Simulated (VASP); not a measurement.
# MoS2 in VASP: single point with PBE+D3(BJ)

Aim: the single point of MoS2 with PBE+D3(BJ).

All numbers are computed with VASP 6.6.1; they aren't measurements. Logs are shortened: lines on timing, memory, paths and dates and some standing lists are left out, and cuts for length are marked.

## Step 1: The cell of the first run

The cell holds a slab with vacuum, 9 atoms: a = 3.149 Å, b = 3.149 Å, c = 32.222 Å, α = 90.00°, β = 90.00°, γ = 120.00°.

## Step 2: Single point, PBE+D3(BJ)

Input file INCAR:

```
ALGO = Normal ; DIPOL = 0.5 0.5 0.500
EDIFF = 1E-6 ; ENCUT = 520
GGA = PE ; IDIPOL = 3
ISIF = 2 ; ISMEAR = 0
IVDW = 12 ; LASPH = T
LCHARG = T ; LDIPOL = T
LELF = T ; LREAL = F
LVACPOTAV = T ; LVHAR = T
LWAVE = F ; NBANDS = 49
NELM = 100 ; PREC = Accurate
SIGMA = 0.05
```

Input file KPOINTS:

```
k-points
0
Gamma
  9 9 1
```

Input file POSCAR:

```
MoS2
1.0
    3.1493511224      0.0000000000      0.0000000000
   -1.5746755612      2.7274180774      0.0000000000
    0.0000000000      0.0000000000     32.2224872127
S Mo
6 3
Direct
    0.6666666667      0.3333333333      0.2637909341
    0.6666666667      0.3333333333      0.3609818586
    0.3333333333      0.6666666667      0.4514045378
    0.3333333333      0.6666666667      0.5485883507
    0.6666666667      0.3333333333      0.6394741497
    0.6666666667      0.3333333333      0.7368069379
    0.3333333333      0.6666666667      0.3123863963
    0.6666666667      0.3333333333      0.4999964500
    0.3333333333      0.6666666667      0.6881106921
```

Potentials or basis: VASP PAW PBE potentials, release 64 (S, Mo_sv).

Launch:

```console
$ cat potpaw_PBE.64/S/POTCAR potpaw_PBE.64/Mo_sv/POTCAR > POTCAR
$ mpirun -np 1 vasp_std > vasp.out
```

OUTCAR:

```text
EDIFF = 1E-6
   ENCUT = 520
   GGA = PE
   ISIF = 2
   ISMEAR = 0
   IVDW = 12
   LASPH = T
   LREAL = F
   NELM = 100
   PREC = Accurate
 IVDW          = 12

 ion  position               nearest neighbor table
   1  0.667  0.333  0.264-   7 2.40   7 2.40   7 2.40
   2  0.667  0.333  0.361-   7 2.40   7 2.40   7 2.40
   3  0.333  0.667  0.451-   8 2.40   8 2.40   8 2.40
   4  0.333  0.667  0.549-   8 2.40   8 2.40   8 2.40
   5  0.667  0.333  0.639-   9 2.40   9 2.40   9 2.40
   6  0.667  0.333  0.737-   9 2.40   9 2.40   9 2.40
   7  0.333  0.667  0.312-   1 2.40   1 2.40   1 2.40   2 2.40   2 2.40   2 2.40
   8  0.667  0.333  0.500-   4 2.40   4 2.40   4 2.40   3 2.40   3 2.40   3 2.40
   9  0.333  0.667  0.688-   5 2.40   5 2.40   5 2.40   6 2.40   6 2.40   6 2.40

  LATTYP: Found a hexagonal cell.
 ALAT       =     3.1493511224
 C/A-ratio  =    10.2314686297

  Lattice vectors:

 A1 = (   3.1493511224,   0.0000000000,   0.0000000000)
 A2 = (  -1.5746755612,   2.7274180774,   0.0000000000)
 A3 = (   0.0000000000,   0.0000000000,  32.2224872127)

Analysis of symmetry for initial positions (statically):
=====================================================================
 Subroutine PRICEL returns:
 Original cell was already a primitive cell.

 Routine SETGRP: Setting up the symmetry group for a
 hexagonal supercell.

 Subroutine GETGRP returns: Found  6 space group operations
 (whereof  6 operations were pure point group operations)
 out of a pool of 24 trial point group operations.

The static configuration has the point symmetry C_3v.

Analysis of symmetry for dynamics (positions and initial velocities):
=====================================================================
 Subroutine PRICEL returns:
 Original cell was already a primitive cell.

 Routine SETGRP: Setting up the symmetry group for a
 hexagonal supercell.

 Subroutine GETGRP returns: Found  6 space group operations
 (whereof  6 operations were pure point group operations)
 out of a pool of 24 trial point group operations.

The dynamic configuration has the point symmetry C_3v.

 Subroutine INISYM returns: Found  6 space group operations
 (whereof  6 operations are pure point group operations),
 and found     1 'primitive' translations

----------------------------------------------------------------------------------------

[... 104 lines left out ...]
   NELECT =      78.0000    total number of electrons
   NUPDOWN=      -1.0000    fix difference up-down
   EMIN   =  10.00;   EMAX   =-10.00  energy-range for DOS
   EFERMI =   0.00;   METHOD = LEGACY
   ISMEAR =     0;   SIGMA  =   0.05  broadening in eV -4-tet -1-fermi 0-gaus
   EFERMI_NEDOS =   21; number of points for ismear=-14 and -15
   IALGO  =     38    algorithm
   IMIX   =      4    mixing-type and parameters
     AMIX     =   0.40;   BMIX     =  1.00
     AMIX_MAG =   1.60;   BMIX_MAG =  1.00
  volume/ion in A,a.u.               =      30.75       207.53
  Fermi-wavevector in a.u.,A,eV,Ry     =   1.073320  2.028280 15.674117  1.152015
  Thomas-Fermi vector in A             =   2.209116
   LORBIT       =      0    0 simple, 1 ext, 2 COOP (PROOUT), +10 PAW based schemes
   GGA     = PE    functional components
   LHFCALC =     F    Hartree Fock is set to
   AEXX    =    0.0000 exact exchange contribution
   IVDW    =    12    specifies the selected vdW correction
   LEPSILON=     F    determine dielectric tensor
   LRPA    =     F    only Hartree local field effects (RPA)
 non-spin polarized calculation
 Gauss-broadening in eV      SIGMA  =   0.05
  energy-cutoff  :      520.00
  volume of cell :      276.78
 maximum number of plane-waves:      7496
 NGX is ok and might be reduce to    24
   NGX = 11   NGY = 11   NGZ =119

 dipolmoment           0.000000      0.000000      0.000011 electrons x Angstroem

 number of electron      78.0000002 magnetization

 dipolmoment           0.000000      0.000000     -0.000046 electrons x Angstroem

 Free energy of the ion-electron system (eV)
  ---------------------------------------------------
  ext. energy  EPLUGINS =         0.00000000
  ---------------------------------------------------
  free energy    TOTEN  =       -65.38958396 eV

  energy without entropy =      -65.38958396  energy(sigma->0) =      -65.38958396

 E-fermi :   2.3395     XC(G=0):  -6.5899

 val. band max:        2.0949330540   @ k =   0.0000   0.0000   0.0000
 cond. band min:       3.1934249320   @ k =   0.2222   0.1111   0.0000
 fundamental gap:      1.0984918781
 Fermi energy:         2.3395384169

 k-point     1 :       0.0000    0.0000    0.0000
  band No.  band energies     occupation
      1     -59.3372      2.00000
      2     -59.3346      2.00000
      3     -59.3344      2.00000
      4     -33.5010      2.00000
      5     -33.4986      2.00000
      6     -33.4976      2.00000
[... 613 lines left out ...]
     48       5.1131      0.00000
     49       6.4689      0.00000

------------------------ aborting loop because EDIFF is reached ----------------------------------------

 Edisp (eV)   -3.56740

 E8    (eV) :    -1.4716

  FORCE on cell =-STRESS in cart. coord.  units (eV):
  Direction    XX          YY          ZZ          XY          YZ          ZX
  --------------------------------------------------------------------------------------
  -------------------------------------------------------------------------------------
  Total       0.04900     0.04900    -0.10366    -0.00000     0.00000     0.00000
  in kB       0.28362     0.28362    -0.60008    -0.00000     0.00000     0.00000
  external pressure =       -0.01 kB  Pullay stress =        0.00 kB

 VOLUME and BASIS-vectors are now :
 -----------------------------------------------------------------------------
  energy-cutoff  :      520.00
  volume of cell :      276.78
      direct lattice vectors                 reciprocal lattice vectors
     3.149351122  0.000000000  0.000000000     0.317525726  0.183323563  0.000000000
    -1.574675561  2.727418077  0.000000000     0.000000000  0.366647126  0.000000000
     0.000000000  0.000000000 32.222487213     0.000000000  0.000000000  0.031034228

 POSITION                                       TOTAL-FORCE (eV/Angst)
 -----------------------------------------------------------------------------------
      1.57468      0.90914      8.50000        -0.000000      0.000000     -0.032339
      1.57468      0.90914     11.63173         0.000000     -0.000000      0.003123
     -0.00000      1.81828     14.54538        -0.000000      0.000000      0.012222
     -0.00000      1.81828     17.67688        -0.000000     -0.000000     -0.005311
      1.57468      0.90914     20.60545         0.000000      0.000000      0.018426
      1.57468      0.90914     23.74175        -0.000000     -0.000000     -0.025931
     -0.00000      1.81828     10.06587        -0.000000      0.000000      0.023108
      1.57468      0.90914     16.11113         0.000000     -0.000000      0.001704
     -0.00000      1.81828     22.17264         0.000000     -0.000000      0.004998
 -----------------------------------------------------------------------------------
    total drift:                                0.000000     -0.000000     -0.000119

  FREE ENERGIE OF THE ION-ELECTRON SYSTEM (eV)
  ---------------------------------------------------
  free  energy   TOTEN  =       -68.9569819975 eV

  energy  without entropy=      -68.9569819975  energy(sigma->0) =      -68.95698200

 vacuum level on the upper side and lower side of the slab         7.385         7.386
```

Run time: 2 min. Hardware: 1 thread of Intel Xeon 6975P-C (Granite Rapids), shared host; peak memory 0.4 GiB.

What came out:

```yaml
Free_energy: -68.9570 eV
Largest_force: 0.032 eV/Å
Band_gap_on_the_k_mesh: 1.10 eV, indirect (least direct gap 1.73 eV)
Dispersion_energy_per_atom: -0.396 eV
```

Forces on the atoms (eV/Å):
```
S    0.000  0.000 -0.032
S    0.000  0.000  0.003
S    0.000  0.000  0.012
S    0.000  0.000 -0.005
S    0.000  0.000  0.018
S    0.000  0.000 -0.026
Mo   0.000  0.000  0.023
Mo   0.000  0.000  0.002
Mo   0.000  0.000  0.005
```
